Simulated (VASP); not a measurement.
# ZnSe (F-43m) in VASP: notebook

The runs below take ZnSe through single point, relaxation of cell and atoms, with PBEsol.

Program: VASP 6.6.1. These are calculated values, not measurements. Logs are shortened: lines on timing, memory, paths and dates and some standing lists are left out, and cuts for length are marked.

## 1. The cell of the first run

Symmetry: F-43m, No. 216, cubic system. Conventional cell: a = 5.633 Å, b = 5.633 Å, c = 5.633 Å, α = 90.00°, β = 90.00°, γ = 90.00°. Zn (site symmetry -43m) has 4 Se at 2.44 Å within 3.2 Å. Within 3.2 Å of Se (site symmetry -43m) lie 4 Zn at 2.44 Å.

## 2. Single point, PBEsol

Input file INCAR:

```
SYSTEM = ZnSe
  PREC = Accurate
  ENCUT = 520
  EDIFF = 1E-6
  ISMEAR = -1
  SIGMA = 0.1
  LREAL = .FALSE.
  LASPH = .TRUE.
  NELM = 80
  ALGO = Normal
  ISIF = 2
  LWAVE = .FALSE.
  LCHARG = .TRUE.
  GGA = PS
  LELF = .TRUE.
  LVHAR = .TRUE.
  NBANDS = 16
```

Input file KPOINTS:

```
regular mesh
0
G
  14 14 14
  0 0 0
```

Input file POSCAR:

```
ZnSe
1.0
    0.0000000000      2.8165937340      2.8165937340
    2.8165937340      0.0000000000      2.8165937340
    2.8165937340      2.8165937340      0.0000000000
Zn Se
1 1
Direct
    0.0000000000      0.0000000000      0.0000000000
    0.7500000000      0.7500000000      0.7500000000
```

Potentials or basis: VASP PAW PBE potentials, release 64 (Zn, Se).

Started as:

```console
$ cat potpaw_PBE.64/Zn/POTCAR potpaw_PBE.64/Se/POTCAR > POTCAR
$ mpirun -np 1 vasp_std > vasp.out
```

OUTCAR:

```text
SYSTEM = ZnSe
   PREC = Accurate
   ENCUT = 520
   EDIFF = 1E-6
   ISMEAR = -1
   LREAL = .FALSE.
   LASPH = .TRUE.
   NELM = 80
   ISIF = 2
   GGA = PS

 ion  position               nearest neighbor table
   1  0.000  0.000  0.000-   2 2.44   2 2.44   2 2.44   2 2.44
   2  0.750  0.750  0.750-   1 2.44   1 2.44   1 2.44   1 2.44

  LATTYP: Found a face centered cubic cell.
 ALAT       =     5.6331874680

  Lattice vectors:

 A1 = (   0.0000000000,   2.8165937340,   2.8165937340)
 A2 = (   2.8165937340,   0.0000000000,   2.8165937340)
 A3 = (   2.8165937340,   2.8165937340,   0.0000000000)

Analysis of symmetry for initial positions (statically):
=====================================================================
 Subroutine PRICEL returns:
 Original cell was already a primitive cell.

 Routine SETGRP: Setting up the symmetry group for a
 face centered cubic supercell.

 Subroutine GETGRP returns: Found 24 space group operations
 (whereof 24 operations were pure point group operations)
 out of a pool of 48 trial point group operations.

The static configuration has the point symmetry T_d .

Analysis of symmetry for dynamics (positions and initial velocities):
=====================================================================
 Subroutine PRICEL returns:
 Original cell was already a primitive cell.

 Routine SETGRP: Setting up the symmetry group for a
 face centered cubic supercell.

 Subroutine GETGRP returns: Found 24 space group operations
 (whereof 24 operations were pure point group operations)
 out of a pool of 48 trial point group operations.

The dynamic configuration has the point symmetry T_d .

 Subroutine INISYM returns: Found 24 space group operations
 (whereof 24 operations are pure point group operations),
 and found     1 'primitive' translations

----------------------------------------------------------------------------------------

                                     Primitive cell

  volume of cell :      44.6892

  direct lattice vectors                    reciprocal lattice vectors
     0.000000000  2.816593734  2.816593734    -0.177519389  0.177519389  0.177519389
     2.816593734  0.000000000  2.816593734     0.177519389 -0.177519389  0.177519389
     2.816593734  2.816593734  0.000000000     0.177519389  0.177519389 -0.177519389

  length of vectors
     3.983265058  3.983265058  3.983265058     0.307472602  0.307472602  0.307472602

  position of ions in fractional coordinates (direct lattice)
     0.000000000  0.000000000  0.000000000
     0.750000000  0.750000000  0.750000000

  ion indices of the primitive-cell ions
   primitive index   ion index
                 1           1
                 2           2

----------------------------------------------------------------------------------------

 KPOINTS: regular mesh

Automatic generation of k-mesh.
 Grid dimensions read from file:
 generate k-points for:   14   14   14

 Generating k-lattice:

  Cartesian coordinates                     Fractional coordinates (reciprocal lattice)
    -0.012679956  0.012679956  0.012679956     0.071428571  0.000000000  0.000000000
     0.012679956 -0.012679956  0.012679956     0.000000000  0.071428571  0.000000000
     0.012679956  0.012679956 -0.012679956     0.000000000  0.000000000  0.071428571

  Length of vectors
     0.021962329  0.021962329  0.021962329

  Shift w.r.t. Gamma in fractional coordinates (k-lattice)
     0.000000000  0.000000000  0.000000000

 Subroutine IBZKPT returns following result:
 ===========================================

 Found    104 irreducible k-points:

 Following reciprocal coordinates:
            Coordinates               Weight
  0.000000  0.000000  0.000000      1.000000
  0.071429  0.000000  0.000000      8.000000
  0.142857  0.000000  0.000000      8.000000
  0.214286  0.000000  0.000000      8.000000
  0.285714  0.000000  0.000000      8.000000
  0.357143  0.000000  0.000000      8.000000
[... 16 lines left out ...]
  0.214286  0.142857  0.000000     24.000000
  0.285714  0.142857  0.000000     24.000000
 [... further k-points ...]
   k-points           NKPTS =    104   k-points in BZ     NKDIM =    104   number of bands    NBANDS=     16
   number of dos      NEDOS =    301   number of ions     NIONS =      2
   total plane-waves  NPLWV =  27000
   dimension x,y,z NGX =    30 NGY =   30 NGZ =   30
   dimension x,y,z NGXF=    60 NGYF=   60 NGZF=   60
   ions per type =               1   1
   NGX,Y,Z   is equivalent  to a cutoff of  12.52, 12.52, 12.52 a.u.
   NGXF,Y,Z  is equivalent  to a cutoff of  25.04, 25.04, 25.04 a.u.
 SYSTEM =  ZnSe
   PREC   = accura    normal or accurate (medium, high low for compatibility)
   ISTART =      0    job   : 0-new  1-cont  2-samecut
   ICHARG =      2    charge: 1-file 2-atom 10-const
   ISPIN  =      1    spin polarized calculation?
   LNONCOLLINEAR =      F non collinear calculations
   LSORBIT =      F    spin-orbit coupling
   LASPH  =      T    aspherical Exc in radial PAW
   ENCUT  =  520.0 eV  38.22 Ry    6.18 a.u.   7.41  7.41  7.41*2*pi/ulx,y,z
   NELM   =     80;   NELMIN=  2; NELMDL= -5     # of ELM steps
   EDIFF  = 0.1E-05   stopping-criterion for ELM
   LREAL  =      F    real-space projection
[... 7 lines left out ...]
   TEBEG  =    0.0;   TEEND  =   0.0 temperature during run
   PSTRESS=    0.0 pullay stress
   NELECT =      18.0000    total number of electrons
   NUPDOWN=      -1.0000    fix difference up-down
   EMIN   =  10.00;   EMAX   =-10.00  energy-range for DOS
   EFERMI =   0.00;   METHOD = LEGACY
   ISMEAR =    -1;   SIGMA  =   0.10  broadening in eV -4-tet -1-fermi 0-gaus
   EFERMI_NEDOS =   21; number of points for ismear=-14 and -15
   IALGO  =     38    algorithm
   IMIX   =      4    mixing-type and parameters
     AMIX     =   0.40;   BMIX     =  1.00
     AMIX_MAG =   1.60;   BMIX_MAG =  1.00
  volume/ion in A,a.u.               =      22.34       150.79
  Fermi-wavevector in a.u.,A,eV,Ry     =   1.209014  2.284706 19.887850  1.461716
  Thomas-Fermi vector in A             =   2.344605
   LORBIT       =      0    0 simple, 1 ext, 2 COOP (PROOUT), +10 PAW based schemes
   GGA     = PS    functional components
   LHFCALC =     F    Hartree Fock is set to
   AEXX    =    0.0000 exact exchange contribution
   IVDW    =     0    specifies the selected vdW correction
   LEPSILON=     F    determine dielectric tensor
   LRPA    =     F    only Hartree local field effects (RPA)
 non-spin polarized calculation
  energy-cutoff  :      520.00
  volume of cell :       44.69
 maximum number of plane-waves:      1243
 NGX is ok and might be reduce to    30
   NGX = 15   NGY = 15   NGZ = 15

 number of electron      17.9999998 magnetization

 Free energy of the ion-electron system (eV)
  ---------------------------------------------------
  ext. energy  EPLUGINS =         0.00000000
  ---------------------------------------------------
  free energy    TOTEN  =        -6.77404201 eV

  energy without entropy =       -6.77402809  energy(sigma->0) =       -6.77403505

 E-fermi :   2.4410     XC(G=0):  -9.6100

 val. band max:        1.6454707513   @ k =   0.0000   0.0000   0.0000
 cond. band min:       2.8893266828   @ k =   0.0000   0.0000   0.0000
 fundamental gap:      1.2438559315
 Fermi energy:         2.4410469847

 k-point     1 :       0.0000    0.0000    0.0000
  band No.  band energies     occupation
      1     -11.7602      2.00000
      2      -4.9790      2.00000
      3      -4.9790      2.00000
      4      -4.9790      2.00000
      5      -4.5905      2.00000
      6      -4.5905      2.00000
[... 8 lines left out ...]
     15      13.1123      0.00000
     16      13.1123      0.00000

 k-point     2 :       0.0714    0.0000    0.0000
  band No.  band energies     occupation
      1     -11.7252      2.00000
      2      -4.9782      2.00000
      3      -4.9733      2.00000
      4      -4.9733      2.00000
      5      -4.5911      2.00000
      6      -4.5911      2.00000
[... 8 lines left out ...]
     15      12.6938      0.00000
     16      12.6938      0.00000

 k-point     3 :       0.1429    0.0000    0.0000
  band No.  band energies     occupation
      1     -11.6242      2.00000
      2      -4.9719      2.00000
      3      -4.9578      2.00000
      4      -4.9578      2.00000
      5      -4.5923      2.00000
      6      -4.5923      2.00000
[... 8 lines left out ...]
     15      12.1648      0.00000
     16      12.4696      0.00000

 k-point     4 :       0.2143    0.0000    0.0000
  band No.  band energies     occupation
      1     -11.4707      2.00000
      2      -4.9482      2.00000
      3      -4.9368      2.00000
      4      -4.9368      2.00000
      5      -4.5920      2.00000
      6      -4.5920      2.00000
[... 8 lines left out ...]
     15      11.9603      0.00000
     16      12.3924      0.00000

 k-point     5 :       0.2857    0.0000    0.0000
  band No.  band energies     occupation
      1     -11.2882      2.00000
      2      -4.9159      2.00000
      3      -4.9159      2.00000
      4      -4.8886      2.00000
      5      -4.5883      2.00000
      6      -4.5883      2.00000
[... 8 lines left out ...]
     15      12.2258      0.00000
     16      12.2258      0.00000

 k-point     6 :       0.3571    0.0000    0.0000
  band No.  band energies     occupation
      1     -11.1108      2.00000
      2      -4.8999      2.00000
      3      -4.8999      2.00000
      4      -4.7698      2.00000
      5      -4.5813      2.00000
      6      -4.5813      2.00000
[... 8 lines left out ...]
     15      12.9430      0.00000
     16      12.9430      0.00000
[... 267 lines left out ...]
 k-point    21 :      -0.0714    0.0714    0.0000
  band No.  band energies     occupation
      1     -11.6681      2.00000
      2      -4.9783      2.00000
      3      -4.9664      2.00000
      4      -4.9596      2.00000
      5      -4.5954      2.00000
      6      -4.5886      2.00000
[... 8 lines left out ...]
     15      12.2442      0.00000
     16      12.6210      0.00000

 k-point    22 :       0.1429    0.1429    0.0000
  band No.  band energies     occupation
      1     -11.5787      2.00000
      2      -4.9934      2.00000
      3      -4.9386      2.00000
      4      -4.9386      2.00000
      5      -4.6060      2.00000
      6      -4.5808      2.00000
[... 8 lines left out ...]
     15      13.1364      0.00000
     16      13.4036      0.00000

 k-point    23 :       0.2143    0.1429    0.0000
  band No.  band energies     occupation
      1     -11.4644      2.00000
      2      -4.9912      2.00000
      3      -4.9161      2.00000
      4      -4.9157      2.00000
      5      -4.6108      2.00000
      6      -4.5766      2.00000
[... 8 lines left out ...]
     15      13.3481      0.00000
     16      13.8280      0.00000

 k-point    24 :       0.2857    0.1429    0.0000
  band No.  band energies     occupation
      1     -11.3077      2.00000
      2      -4.9687      2.00000
      3      -4.8921      2.00000
      4      -4.8852      2.00000
      5      -4.6092      2.00000
      6      -4.5723      2.00000
[... 8 lines left out ...]
     15      13.4027      0.00000
     16      13.8535      0.00000

 [... further k-points ...]
[... 5 lines left out ...]
  --------------------------------------------------------------------------------------
  -------------------------------------------------------------------------------------
  Total        0.0782163      0.0782163      0.0782163      0.0000000      0.0000000      0.0000000
  in kB        2.8041761      2.8041761      2.8041761      0.0000000      0.0000000      0.0000000
  external PRESSURE =       2.8041761 kB  Pullay stress =       0.0000000 kB

 VOLUME and BASIS-vectors are now :
 -----------------------------------------------------------------------------
  energy-cutoff  :      520.00
  volume of cell :       44.69
      direct lattice vectors                 reciprocal lattice vectors
     0.000000000  2.816593734  2.816593734    -0.177519389  0.177519389  0.177519389
     2.816593734  0.000000000  2.816593734     0.177519389 -0.177519389  0.177519389
     2.816593734  2.816593734  0.000000000     0.177519389  0.177519389 -0.177519389

 POSITION                                       TOTAL-FORCE (eV/Angst)
 -----------------------------------------------------------------------------------
      0.00000      0.00000      0.00000        -0.000000     -0.000000     -0.000000
      4.22489      4.22489      4.22489         0.000000      0.000000      0.000000
 -----------------------------------------------------------------------------------
    total drift:                               -0.000000     -0.000000     -0.000001

  FREE ENERGIE OF THE ION-ELECTRON SYSTEM (eV)
  ---------------------------------------------------
  free  energy   TOTEN  =        -6.7740420124 eV

  energy  without entropy=       -6.7740280936  energy(sigma->0) =       -6.77403505
```

Run time: 63 s. Hardware: 1 thread of Intel Xeon Platinum 8488C (Sapphire Rapids), shared host; peak memory 0.22 GiB.

Results:

```
Free energy            : -6.7740 eV
Pressure               : 0.3 GPa
Band gap on the k mesh : 1.24 eV
```

Levels at points of the mesh, in eV from the valence-band top:
```tsv
k point	band 5	band 6	band 7	band 8	band 9	band 10	band 11	band 12	band 13	band 14
(0.00, 0.00, 0.00)	-6.24	-6.24	0.00	0.00	0.00	1.24	5.73	5.73	5.73	9.81
(0.50, 0.00, 0.00)	-6.22	-6.07	-5.40	-0.90	-0.90	2.48	6.30	6.30	8.45	10.90
(0.50, 0.50, 0.00)	-6.18	-6.05	-4.87	-2.28	-2.28	2.80	3.37	10.74	11.30	11.30
```

Caveat: the PAW data sets were made with another functional, which shifts forces and pressure a little.

## 3. Relaxation of cell and atoms, PBEsol

This run uses another cell than the first one, of 22.76 Å³/atom.

Input file INCAR:

```
SYSTEM = ZnSe
PREC     = Accurate       ! precision mode
ENCUT    = 600            ! plane-wave cutoff, eV
EDIFF    = 1E-7           ! SCF threshold, eV
ISMEAR   = -1             ! smearing method
SIGMA    = 0.1            ! smearing width, eV
LREAL    = .FALSE.        ! projectors in reciprocal space
LASPH    = .TRUE.         ! aspherical terms in the spheres
NELM     = 80             ! most SCF steps
ALGO     = Normal         ! electronic algorithm
ISIF     = 3              ! what is computed and relaxed
LWAVE    = .FALSE.        ! write WAVECAR
LCHARG   = .FALSE.        ! write CHGCAR
GGA      = PS             ! functional
IBRION   = 2              ! ionic algorithm
NSW      = 100            ! ionic steps
EDIFFG   = -0.002         ! ionic threshold
```

Input file KPOINTS:

```
Automatic mesh
0
G
  14 14 14
  0 0 0
```

Input file POSCAR:

```
ZnSe
1.0
    0.0000000000      2.8338000000      2.8338000000
    2.8338000000      0.0000000000      2.8338000000
    2.8338000000      2.8338000000      0.0000000000
Zn Se
1 1
Direct
    0.0000000000      0.0000000000      0.0000000000
    0.7500000000      0.7500000000      0.7500000000
```

Potentials or basis: VASP PAW PBE potentials, release 64 (Zn, Se).

Started as:

```console
$ cat potpaw_PBE.64/Zn/POTCAR potpaw_PBE.64/Se/POTCAR > POTCAR
$ mpirun -np 1 vasp_std > vasp.out
```

It took 99 s on 1 thread of Intel Xeon Platinum 8488C (Sapphire Rapids), shared host; peak memory 0.24 GiB.

The run converged. Its results:

- Free energy: -6.7742 eV
- Relaxed volume: 22.43 Å³/atom
- Relaxed cell: a = 3.988 Å, b = 3.988 Å, c = 3.988 Å, α = 60.00°, β = 60.00°, γ = 60.00°
- Space group after relaxing (to 0.1 Å): F-43m (No. 216)
- Energy gained by relaxing: 0.9 meV/atom
- Ionic steps: 3
- Pressure after relaxing: 0.0 GPa
- Band gap on the k mesh: 1.23 eV

The path:
```csv
step,energy change (eV),largest force (eV/Å),pressure (GPa),volume (Å³)
1,0.0000,0.0000,-0.90,45.51
2,-0.0017,0.0000,0.28,44.67
3,-0.0019,0.0000,0.00,44.86
```

Final structure:
```
CELL_PARAMETERS angstrom
0.00000 2.82023 2.82023
2.82023 0.00000 2.82023
2.82023 2.82023 0.00000
ATOMIC_POSITIONS crystal
Zn 0.00000 0.00000 0.00000
Se 0.75000 0.75000 0.75000
```

Levels at points of the mesh, in eV from the valence-band top:
```tsv
k point	band 6	band 7	band 8	band 9	band 10	band 11	band 12	band 13
(0.00, 0.00, 0.00)	-6.23	0.00	0.00	0.00	1.23	5.73	5.73	5.73
(0.50, 0.00, 0.00)	-6.06	-5.38	-0.90	-0.90	2.47	6.30	6.30	8.44
(0.50, 0.50, 0.00)	-6.04	-4.85	-2.26	-2.26	2.81	3.37	10.71	11.27
```

Caveat: the PAW data sets were made with another functional, which shifts forces and pressure a little.
